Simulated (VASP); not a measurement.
# SnO3 (Pm-3m) in VASP: further runs, part 2 of 2

VASP 6.6.1. Earlier steps stand in the parts before.

## (3) Relaxation of cell and atoms, PBE

This run uses another cell than the first one, of 27.57 Å³/atom.

INCAR reads:

```
SYSTEM = SnO3
PREC = Accurate
ENCUT = 600
EDIFF = 1E-6
ISMEAR = 0
SIGMA = 0.1
LREAL = .FALSE.
LASPH = .TRUE.
NELM = 100
ALGO = Normal
ISIF = 3
LWAVE = .FALSE.
LCHARG = .FALSE.
GGA = PE
IBRION = 2
NSW = 100
EDIFFG = -0.01
```

KPOINTS reads:

```
Automatic mesh
0
G
  6 6 6
  0 0 0
```

POSCAR reads:

```
SnO3
1.0
    6.0421142899      0.0000000000      0.0000000000
    0.0000000000      6.0421142899      0.0000000000
    0.0000000000      0.0000000000      6.0421142899
Sn O
2 6
Direct
    0.5000000000      0.5000000000      0.5000000000
    0.0000000000      0.0000000000      0.0000000000
    0.1091221595      0.5000000000      0.5000000000
    0.8908778405      0.5000000000      0.5000000000
    0.5000000000      0.1091221595      0.5000000000
    0.5000000000      0.8908778405      0.5000000000
    0.5000000000      0.5000000000      0.1091221595
    0.5000000000      0.5000000000      0.8908778405
```

Potentials or basis: VASP PAW PBE potentials, release 64 (Sn_d, O).

The run is started by

```sh
$ cat potpaw_PBE.64/Sn_d/POTCAR potpaw_PBE.64/O/POTCAR > POTCAR
$ mpirun -np 1 vasp_std > vasp.out
```

OUTCAR:

```text
SYSTEM = SnO3
   PREC = Accurate
   ENCUT = 600
   EDIFF = 1E-6
   ISMEAR = 0
   LREAL = .FALSE.
   LASPH = .TRUE.
   NELM = 100
   ISIF = 3
   GGA = PE
   IBRION = 2
   NSW = 100
   EDIFFG = -0.01

 ion  position               nearest neighbor table
   1  0.500  0.500  0.500-   4 2.36   6 2.36   8 2.36   3 2.36   7 2.36   5 2.36
   2  0.000  0.000  0.000-
   3  0.109  0.500  0.500-   4 1.32   1 2.36
   4  0.891  0.500  0.500-   3 1.32   1 2.36
   5  0.500  0.109  0.500-   6 1.32   1 2.36
   6  0.500  0.891  0.500-   5 1.32   1 2.36
   7  0.500  0.500  0.109-   8 1.32   1 2.36
   8  0.500  0.500  0.891-   7 1.32   1 2.36

  LATTYP: Found a simple cubic cell.
 ALAT       =     6.0421142899

  Lattice vectors:

 A1 = (   6.0421142899,   0.0000000000,   0.0000000000)
 A2 = (   0.0000000000,   6.0421142899,   0.0000000000)
 A3 = (   0.0000000000,   0.0000000000,   6.0421142899)

Analysis of symmetry for initial positions (statically):
=====================================================================
 Subroutine PRICEL returns:
 Original cell was already a primitive cell.

 Routine SETGRP: Setting up the symmetry group for a
 simple cubic supercell.

 Subroutine GETGRP returns: Found 48 space group operations
 (whereof 48 operations were pure point group operations)
 out of a pool of 48 trial point group operations.

The static configuration has the point symmetry O_h .

Analysis of symmetry for dynamics (positions and initial velocities):
=====================================================================
 Subroutine PRICEL returns:
 Original cell was already a primitive cell.

 Routine SETGRP: Setting up the symmetry group for a
 simple cubic supercell.

 Subroutine GETGRP returns: Found 48 space group operations
 (whereof 48 operations were pure point group operations)
 out of a pool of 48 trial point group operations.

The dynamic configuration has the point symmetry O_h .

 Subroutine INISYM returns: Found 48 space group operations
 (whereof 48 operations are pure point group operations),
 and found     1 'primitive' translations

----------------------------------------------------------------------------------------

                                     Primitive cell

  volume of cell :     220.5803

  direct lattice vectors                    reciprocal lattice vectors
     6.042114290  0.000000000  0.000000000     0.165504979  0.000000000  0.000000000
     0.000000000  6.042114290  0.000000000     0.000000000  0.165504979  0.000000000
     0.000000000  0.000000000  6.042114290     0.000000000  0.000000000  0.165504979

  length of vectors
     6.042114290  6.042114290  6.042114290     0.165504979  0.165504979  0.165504979

  position of ions in fractional coordinates (direct lattice)
     0.500000000  0.500000000  0.500000000
     0.000000000  0.000000000  0.000000000
     0.109122159  0.500000000  0.500000000
     0.890877840  0.500000000  0.500000000
     0.500000000  0.109122159  0.500000000
     0.500000000  0.890877840  0.500000000
     0.500000000  0.500000000  0.109122159
     0.500000000  0.500000000  0.890877840

  ion indices of the primitive-cell ions
   primitive index   ion index
                 1           1
                 2           2
                 3           3
                 4           4
                 5           5
                 6           6
                 7           7
                 8           8

----------------------------------------------------------------------------------------

 KPOINTS: Automatic mesh

Automatic generation of k-mesh.
 Grid dimensions read from file:
 generate k-points for:    6    6    6

 Generating k-lattice:

  Cartesian coordinates                     Fractional coordinates (reciprocal lattice)
     0.027584163  0.000000000  0.000000000     0.166666667  0.000000000  0.000000000
     0.000000000  0.027584163  0.000000000     0.000000000  0.166666667  0.000000000
     0.000000000  0.000000000  0.027584163     0.000000000  0.000000000  0.166666667

  Length of vectors
     0.027584163  0.027584163  0.027584163

  Shift w.r.t. Gamma in fractional coordinates (k-lattice)
     0.000000000  0.000000000  0.000000000

 Subroutine IBZKPT returns following result:
 ===========================================

 Found     20 irreducible k-points:

 Following reciprocal coordinates:
            Coordinates               Weight
  0.000000  0.000000  0.000000      1.000000
  0.166667  0.000000  0.000000      6.000000
  0.333333  0.000000  0.000000      6.000000
  0.500000  0.000000  0.000000      3.000000
  0.166667  0.166667  0.000000     12.000000
  0.333333  0.166667  0.000000     24.000000
[... 12 lines left out ...]
  0.500000  0.500000  0.333333      6.000000
  0.500000  0.500000  0.500000      1.000000
   k-points           NKPTS =     20   k-points in BZ     NKDIM =     20   number of bands    NBANDS=     38
   number of dos      NEDOS =    301   number of ions     NIONS =      8
   total plane-waves  NPLWV = 110592
   dimension x,y,z NGX =    48 NGY =   48 NGZ =   48
   dimension x,y,z NGXF=    96 NGYF=   96 NGZF=   96
   ions per type =               2   6
   NGX,Y,Z   is equivalent  to a cutoff of  13.21, 13.21, 13.21 a.u.
   NGXF,Y,Z  is equivalent  to a cutoff of  26.41, 26.41, 26.41 a.u.
 SYSTEM =  SnO3
   PREC   = accura    normal or accurate (medium, high low for compatibility)
   ISTART =      0    job   : 0-new  1-cont  2-samecut
   ICHARG =      2    charge: 1-file 2-atom 10-const
   ISPIN  =      1    spin polarized calculation?
   LNONCOLLINEAR =      F non collinear calculations
   LSORBIT =      F    spin-orbit coupling
   LASPH  =      T    aspherical Exc in radial PAW
   ENCUT  =  600.0 eV  44.10 Ry    6.64 a.u.  12.07 12.07 12.07*2*pi/ulx,y,z
   NELM   =    100;   NELMIN=  2; NELMDL= -5     # of ELM steps
   EDIFF  = 0.1E-05   stopping-criterion for ELM
   LREAL  =      F    real-space projection
   EDIFFG = -.1E-01   stopping-criterion for IOM
   NSW    =    100    number of steps for IOM
   IBRION =      2    ionic relax: 0-MD 1-quasi-New 2-CG
   NFREE  =      1    steps in history (QN), initial steepest desc. (CG)
   ISIF   =      3    stress and relaxation
   ISYM   =      2    0-nonsym 1-usesym 2-fastsym
   POTIM  = 0.5000    time-step for ionic-motion
   TEBEG  =    0.0;   TEEND  =   0.0 temperature during run
   PSTRESS=    0.0 pullay stress
   NELECT =      64.0000    total number of electrons
   NUPDOWN=      -1.0000    fix difference up-down
   EMIN   =  10.00;   EMAX   =-10.00  energy-range for DOS
   EFERMI =   0.00;   METHOD = LEGACY
   ISMEAR =     0;   SIGMA  =   0.10  broadening in eV -4-tet -1-fermi 0-gaus
   EFERMI_NEDOS =   21; number of points for ismear=-14 and -15
   IALGO  =     38    algorithm
   IMIX   =      4    mixing-type and parameters
     AMIX     =   0.40;   BMIX     =  1.00
     AMIX_MAG =   1.60;   BMIX_MAG =  1.00
  volume/ion in A,a.u.               =      27.57       186.07
  Fermi-wavevector in a.u.,A,eV,Ry     =   1.083792  2.048070 15.981469  1.174605
  Thomas-Fermi vector in A             =   2.219866
   LORBIT       =      0    0 simple, 1 ext, 2 COOP (PROOUT), +10 PAW based schemes
   GGA     = PE    functional components
   LHFCALC =     F    Hartree Fock is set to
   AEXX    =    0.0000 exact exchange contribution
   IVDW    =     0    specifies the selected vdW correction
   LEPSILON=     F    determine dielectric tensor
   LRPA    =     F    only Hartree local field effects (RPA)
 conjugate gradient relaxation of ions
 non-spin polarized calculation
 Gauss-broadening in eV      SIGMA  =   0.10
  energy-cutoff  :      600.00
  volume of cell :      220.58
 maximum number of plane-waves:      7400
   NGX = 25   NGY = 25   NGZ = 25

--------------------------------------- Ionic step        1  -------------------------------------------

 number of electron      64.0000026 magnetization

 Free energy of the ion-electron system (eV)
  ---------------------------------------------------
  ext. energy  EPLUGINS =         0.00000000
  ---------------------------------------------------
  free energy    TOTEN  =       -33.39760128 eV

  energy without entropy =      -33.30442066  energy(sigma->0) =      -33.35101097

------------------------ aborting loop because EDIFF is reached ----------------------------------------

  FORCE on cell =-STRESS in cart. coord.  units (eV):
  Direction    XX          YY          ZZ          XY          YZ          ZX
  --------------------------------------------------------------------------------------
  -------------------------------------------------------------------------------------
  Total        0.3336817      0.3336817      0.3336817     -0.0000000     -0.0000000     -0.0000000
  in kB        2.4236848      2.4236848      2.4236848     -0.0000000     -0.0000000     -0.0000000
  external PRESSURE =       2.4236848 kB  Pullay stress =       0.0000000 kB
[... 153 lines left out ...]
  energy  without entropy=      -33.3149536407  energy(sigma->0) =      -33.36136033

--------------------------------------- Ionic step        5  -------------------------------------------

 number of electron      64.0000013 magnetization

 Free energy of the ion-electron system (eV)
  ---------------------------------------------------
  ext. energy  EPLUGINS =         0.00000000
  ---------------------------------------------------
  free energy    TOTEN  =       -33.40841070 eV

  energy without entropy =      -33.31681628  energy(sigma->0) =      -33.36261349

 E-fermi :   0.1714     XC(G=0):  -6.8330

 val. band max:        0.1580915298   @ k =   0.5000   0.5000   0.0000
 cond. band min:       0.1951442417   @ k =   0.3333   0.1667   0.0000
 fundamental gap:      0.0370527118
 Fermi energy:         0.1714035004

 k-point     1 :       0.0000    0.0000    0.0000
  band No.  band energies     occupation
      1     -23.1239      2.00000
      2     -23.1020      2.00000
      3     -23.1020      2.00000
      4     -23.0343      2.00000
      5     -23.0343      2.00000
      6     -23.0327      2.00000
[... 844 lines left out ...]
  FREE ENERGIE OF THE ION-ELECTRON SYSTEM (eV)
  ---------------------------------------------------
  free  energy   TOTEN  =       -33.4084107009 eV

  energy  without entropy=      -33.3168162809  energy(sigma->0) =      -33.36261349

 reached required accuracy - stopping structural energy minimisation
```

It took 12 min on 1 thread of Intel Xeon Platinum 8375C at 2.90GHz (Ice Lake), shared host; peak memory 0.44 GiB.

Results:

- Free energy: -33.4084 eV
- Relaxed volume: 27.30 Å³/atom
- Relaxed cell: a = 6.022 Å, b = 6.022 Å, c = 6.022 Å, α = 90.00°, β = 90.00°, γ = 90.00°
- Space group after relaxing (to 0.1 Å): Pm-3m (No. 221)
- Energy gained by relaxing: 1.4 meV/atom
- Ionic steps: 5
- Pressure after relaxing: 0.0 GPa
- Largest force after relaxing: 0.005 eV/Å
- Band gap on the k mesh: zero (bands 32 and 33 overlap by 0.42 eV)

Forces in eV/Å, atoms in the order of the input:
```
Sn   0.000  0.000  0.000
Sn   0.000  0.000  0.000
O    0.005  0.000  0.000
O   -0.005  0.000  0.000
O    0.000  0.005  0.000
O    0.000 -0.005  0.000
O    0.000  0.000  0.005
O    0.000  0.000 -0.005
```

The path:
| step | energy change (eV) | largest force (eV/Å) | pressure (GPa) | volume (Å³) |
| --- | --- | --- | --- | --- |
| 1 | 0.0000 | 0.4629 | 0.24 | 220.58 |
| 2 | 0.0435 | 0.9449 | -1.36 | 221.91 |
| 3 | -0.0087 | 0.0125 | -0.25 | 220.95 |
| 4 | -0.0102 | 0.0075 | -0.14 | 219.83 |
| 5 | -0.0108 | 0.0051 | 0.02 | 218.40 |

Final structure:
```yaml
crystal:
  lattice:
    - [6.02215, 0.00000, 0.00000]
    - [0.00000, 6.02215, 0.00000]
    - [0.00000, 0.00000, 6.02215]
  atoms:
    - { symbol: Sn, position: [0.50000, 0.50000, 0.50000] }
    - { symbol: Sn, position: [0.00000, 0.00000, 0.00000] }
    - { symbol: O, position: [0.11064, 0.50000, 0.50000] }
    - { symbol: O, position: [0.88936, 0.50000, 0.50000] }
    - { symbol: O, position: [0.50000, 0.11064, 0.50000] }
    - { symbol: O, position: [0.50000, 0.88936, 0.50000] }
    - { symbol: O, position: [0.50000, 0.50000, 0.11064] }
    - { symbol: O, position: [0.50000, 0.50000, 0.88936] }
```

Caveat: semilocal functionals underestimate gaps, so a narrow gap can read as zero; spin-orbit coupling is left out, which moves the levels of the heavy elements.
